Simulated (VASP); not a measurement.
# HgTe (Coloradoite) (F-43m) in VASP: settings compared, part 2 of 2

VASP 6.6.1. Earlier steps stand in the parts before.

### Step 3. Single point, SVWN5

This run uses another cell than the first one, of 33.22 Å³/atom, 1.020 times its volume.

The input, INCAR:

```
ALGO = Normal
EDIFF = 1E-6
ENCUT = 520
GGA = VW
ISIF = 2
ISMEAR = -1
LASPH = T
LCHARG = F
LREAL = F
LWAVE = F
NBANDS = 16
NELM = 80
PREC = Accurate
SIGMA = 0.05
```

The input, KPOINTS:

```
k-points
0
Gamma
  7 7 7
```

The input, POSCAR:

```
HgTe
1.0
    0.0000000000      3.2145000000      3.2145000000
    3.2145000000      0.0000000000      3.2145000000
    3.2145000000      3.2145000000      0.0000000000
Hg Te
1 1
Direct
    0.0000000000      0.0000000000      0.0000000000
    0.7500000000      0.7500000000      0.7500000000
```

Potentials or basis: VASP PAW PBE potentials, release 64 (Hg, Te).

Launch:

```bash
$ cat potpaw_PBE.64/Hg/POTCAR potpaw_PBE.64/Te/POTCAR > POTCAR
$ mpirun -np 1 vasp_std > vasp.out
```

Wall time 27 s (1 thread of Intel Xeon 8259CL, shared host); peak memory 0.18 GiB.

It converged, with:

| Property | Result |
| --- | --- |
| Free energy | -5.0170 eV |
| Pressure | 0.3 GPa |
| Band gap on the k mesh | zero (filled and empty bands touch) |

Levels at points of the mesh, in eV from the Fermi level:
```tsv
k point	band 7	band 8	band 9	band 10	band 11	band 12
(0.00, 0.00, 0.00)	-0.93	-0.04	-0.04	-0.04	4.10	4.10
```

Caveat: the PAW data sets were made with another functional, which shifts forces and pressure a little; spin-orbit coupling is left out, which moves the levels of the heavy elements.

### Step 4. Single point, PBEsol+D3(BJ)

This run uses another cell than the first one, of 33.88 Å³/atom, 1.041 times its volume.

The input, INCAR:

```
PREC = Accurate
ENCUT = 520
EDIFF = 1E-7
ISMEAR = -1
SIGMA = 0.05
LREAL = F
LASPH = T
NELM = 80
ALGO = Normal
ISIF = 2
LWAVE = F
LCHARG = F
GGA = PS
IVDW = 12
NBANDS = 16
```

The input, KPOINTS:

```
Automatic mesh
0
Gamma
  7 7 7
```

The input, POSCAR:

```
HgTe
1.0
    0.0000000000      3.2357886999      3.2357886999
    3.2357886999      0.0000000000      3.2357886999
    3.2357886999      3.2357886999      0.0000000000
Hg Te
1 1
Direct
    0.0000000000      0.0000000000      0.0000000000
    0.7500000000      0.7500000000      0.7500000000
```

Potentials or basis: VASP PAW PBE potentials, release 64 (Hg, Te).

Launch:

```bash
$ cat potpaw_PBE.64/Hg/POTCAR potpaw_PBE.64/Te/POTCAR > POTCAR
$ mpirun -np 1 vasp_std > vasp.out
```

OUTCAR:

```text
PREC = Accurate
   ENCUT = 520
   EDIFF = 1E-7
   ISMEAR = -1
   LREAL = F
   LASPH = T
   NELM = 80
   ISIF = 2
   GGA = PS
   IVDW = 12
 IVDW          = 12

 ion  position               nearest neighbor table
   1  0.000  0.000  0.000-   2 2.80   2 2.80   2 2.80   2 2.80
   2  0.750  0.750  0.750-   1 2.80   1 2.80   1 2.80   1 2.80

  LATTYP: Found a face centered cubic cell.
 ALAT       =     6.4715773998

  Lattice vectors:

 A1 = (   0.0000000000,   3.2357886999,   3.2357886999)
[... 559 lines left out ...]
------------------------ aborting loop because EDIFF is reached ----------------------------------------

 Edisp (eV)   -0.70696

 E8    (eV) :    -0.4824

  FORCE on cell =-STRESS in cart. coord.  units (eV):
  Direction    XX          YY          ZZ          XY          YZ          ZX
  --------------------------------------------------------------------------------------
  -------------------------------------------------------------------------------------
  Total      -0.31999    -0.31999    -0.31999    -0.00000    -0.00000    -0.00000
  in kB      -7.56626    -7.56626    -7.56626    -0.00000    -0.00000    -0.00000
  external pressure =       -7.57 kB  Pullay stress =        0.00 kB

 VOLUME and BASIS-vectors are now :
 -----------------------------------------------------------------------------
  energy-cutoff  :      520.00
  volume of cell :       67.76
      direct lattice vectors                 reciprocal lattice vectors
     0.000000000  3.235788700  3.235788700    -0.154521833  0.154521833  0.154521833
     3.235788700  0.000000000  3.235788700     0.154521833 -0.154521833  0.154521833
     3.235788700  3.235788700  0.000000000     0.154521833  0.154521833 -0.154521833

 POSITION                                       TOTAL-FORCE (eV/Angst)
 -----------------------------------------------------------------------------------
      0.00000      0.00000      0.00000        -0.000000     -0.000000     -0.000000
      4.85368      4.85368      4.85368         0.000000      0.000000      0.000000
 -----------------------------------------------------------------------------------
    total drift:                                0.000000      0.000000      0.000000

  FREE ENERGIE OF THE ION-ELECTRON SYSTEM (eV)
  ---------------------------------------------------
  free  energy   TOTEN  =        -5.0748809471 eV

  energy  without entropy=       -5.0741783632  energy(sigma->0) =       -5.07452966
```

OSZICAR:

```text
N       E                     dE             d eps       ncg     rms          rms(c)
DAV:   1     0.105009351475E+03    0.10501E+03   -0.79521E+03   640   0.968E+02
DAV:   2    -0.910892254460E+00   -0.10592E+03   -0.99233E+02   768   0.229E+02
DAV:   3    -0.457178767538E+01   -0.36609E+01   -0.36527E+01   792   0.434E+01
DAV:   4    -0.460419566037E+01   -0.32408E-01   -0.32407E-01   936   0.380E+00
DAV:   5    -0.460426349297E+01   -0.67833E-04   -0.67832E-04   840   0.167E-01    0.761E+00
DAV:   6    -0.438079926088E+01    0.22346E+00   -0.44024E-01   752   0.913E+00    0.608E+00
DAV:   7    -0.437010033009E+01    0.10699E-01   -0.98901E-02   728   0.216E+00    0.226E+00
DAV:   8    -0.436814100289E+01    0.19593E-02   -0.10319E-02   728   0.117E+00    0.572E-01
DAV:   9    -0.436790319425E+01    0.23781E-03   -0.67806E-04   816   0.300E-01    0.117E-01
DAV:  10    -0.436791177514E+01   -0.85809E-05   -0.77077E-05   784   0.798E-02    0.496E-02
DAV:  11    -0.436791878729E+01   -0.70122E-05   -0.19398E-05   792   0.344E-02    0.277E-02
DAV:  12    -0.436791760005E+01    0.11872E-05   -0.31456E-06   712   0.145E-02    0.146E-02
DAV:  13    -0.436791759317E+01    0.68840E-08   -0.29182E-07   800   0.314E-03
   1 F= -.50748809E+01 E0= -.50745297E+01  d E =-.702584E-03
```

It took 38 s on 1 thread of Intel Xeon 8259CL, shared host; peak memory 0.22 GiB.

Results:

| Property | Result |
| --- | --- |
| Free energy | -5.0749 eV |
| Pressure | -0.8 GPa |
| Band gap on the k mesh | zero (filled and empty bands touch) |
| Dispersion energy per atom | -0.353 eV |

Levels at points of the mesh, in eV from the Fermi level:
```
           k point  band 6  band 7  band 8  band 9  band 10  band 11  band 12  band 13
(0.00, 0.00, 0.00)   -6.84   -0.86   -0.04   -0.04    -0.04     4.14     4.14     4.14
```

Caveat: the PAW data sets were made with another functional, which shifts forces and pressure a little; spin-orbit coupling is left out, which moves the levels of the heavy elements; pairwise dispersion overbinds metals, which lowers pressure and volume.

### Step 5. Single point, PBEsol+D3(BJ)

This run uses another cell than the first one, of 34.54 Å³/atom, 1.061 times its volume.

The input, INCAR:

```
SYSTEM = HgTe
PREC = Accurate
ENCUT = 520
EDIFF = 1E-7
ISMEAR = -1
SIGMA = 0.05
LREAL = .False.
LASPH = .True.
NELM = 100
ALGO = Normal
ISIF = 2
LWAVE = .False.
LCHARG = .False.
GGA = PS
IVDW = 12
NBANDS = 16
```

The input, KPOINTS:

```
regular mesh
0
Gamma
  7 7 7
  0 0 0
```

The input, POSCAR:

```
HgTe
1.0
    0.0000000000      3.2568009036      3.2568009036
    3.2568009036      0.0000000000      3.2568009036
    3.2568009036      3.2568009036      0.0000000000
Hg Te
1 1
Direct
    0.0000000000      0.0000000000      0.0000000000
    0.7500000000      0.7500000000      0.7500000000
```

Launch:

```bash
$ cat potpaw_PBE.64/Hg/POTCAR potpaw_PBE.64/Te/POTCAR > POTCAR
$ mpirun -np 1 vasp_std > vasp.out
```

Run time: 37 s. Hardware: 1 thread of Intel Xeon 8259CL, shared host; peak memory 0.22 GiB.

The run converged. Its results:

```yaml
Free_energy: -5.0655 eV
Pressure: -1.6 GPa
Band_gap_on_the_k_mesh: zero (filled and empty bands touch)
Dispersion_energy_per_atom: -0.347 eV
```

Levels at points of the mesh, in eV from the Fermi level:
```csv
k point,band 7,band 8,band 9,band 10,band 11,band 12
"(0.00, 0.00, 0.00)",-0.90,-0.04,-0.04,-0.04,4.18,4.18
```

Caveat: the PAW data sets were made with another functional, which shifts forces and pressure a little; spin-orbit coupling is left out, which moves the levels of the heavy elements; pairwise dispersion overbinds metals, which lowers pressure and volume.

### Step 6. Single point, revPBE+D3(BJ)

This run uses another cell than the first one, of 34.60 Å³/atom, 1.063 times its volume.

The input, INCAR:

```
PREC = Accurate
ENCUT = 520
EDIFF = 1E-6
ISMEAR = -1
SIGMA = 0.05
LREAL = False
LASPH = True
NELM = 100
ALGO = Normal
ISIF = 2
LWAVE = False
LCHARG = False
GGA = RE
IVDW = 12
NBANDS = 16
```

The input, KPOINTS:

```
regular mesh
0
Gamma
  7 7 7
```

The input, POSCAR:

```
HgTe
1.0
    0.0000000000      3.2585420272      3.2585420272
    3.2585420272      0.0000000000      3.2585420272
    3.2585420272      3.2585420272      0.0000000000
Hg Te
1 1
Direct
    0.0000000000      0.0000000000      0.0000000000
    0.7500000000      0.7500000000      0.7500000000
```

Potentials or basis: VASP PAW PBE potentials, release 64 (Hg, Te).

Launch:

```bash
$ cat potpaw_PBE.64/Hg/POTCAR potpaw_PBE.64/Te/POTCAR > POTCAR
$ mpirun -np 1 vasp_std > vasp.out
```

Run time: 42 s. Hardware: 1 thread of Intel Xeon 8259CL, shared host; peak memory 0.22 GiB.

Results (log left out):

```
Free energy                : -4.2812 eV
Pressure                   : 0.0 GPa
Band gap on the k mesh     : zero (filled and empty bands touch)
Dispersion energy per atom : -0.662 eV
```

Levels at points of the mesh, in eV from the Fermi level:
```csv
k point,band 5,band 6,band 7,band 8,band 9,band 10,band 11,band 12,band 13,band 14
"(0.00, 0.00, 0.00)",-6.76,-6.76,-0.76,-0.04,-0.04,-0.04,4.27,4.27,4.27,6.66
```

Caveat: the PAW data sets were made with another functional, which shifts forces and pressure a little; spin-orbit coupling is left out, which moves the levels of the heavy elements; pairwise dispersion overbinds metals, which lowers pressure and volume.

### Step 7. Summary

```csv
level,cell,gap on the mesh (eV),pressure (GPa)
PBEsol+D3(BJ),"a = 4.515 Å, angles 60.0°, 2 atoms",none,1.2
SVWN5,"a = 4.546 Å, angles 60.0°, 2 atoms",none,0.3
PBEsol+D3(BJ),"a = 4.576 Å, angles 60.0°, 2 atoms",none,-0.8
PBEsol+D3(BJ),"a = 4.606 Å, angles 60.0°, 2 atoms",none,-1.6
revPBE+D3(BJ),"a = 4.608 Å, angles 60.0°, 2 atoms",none,0.0
```

Alike in all rows: task single point; potentials or basis VASP PAW PBE potentials, release 64 (Hg, Te); no spin polarisation; k mesh 7 × 7 × 7; cutoff (eV) 520; smearing fermi-dirac 0.05 eV.

Caveats: the PAW data sets were made with another functional, which shifts forces and pressure a little; spin-orbit coupling is left out, which moves the levels of the heavy elements; pairwise dispersion overbinds metals, which lowers pressure and volume (some runs).

Total energies depend on the potentials used, so only differences within one code and one set of settings carry meaning.
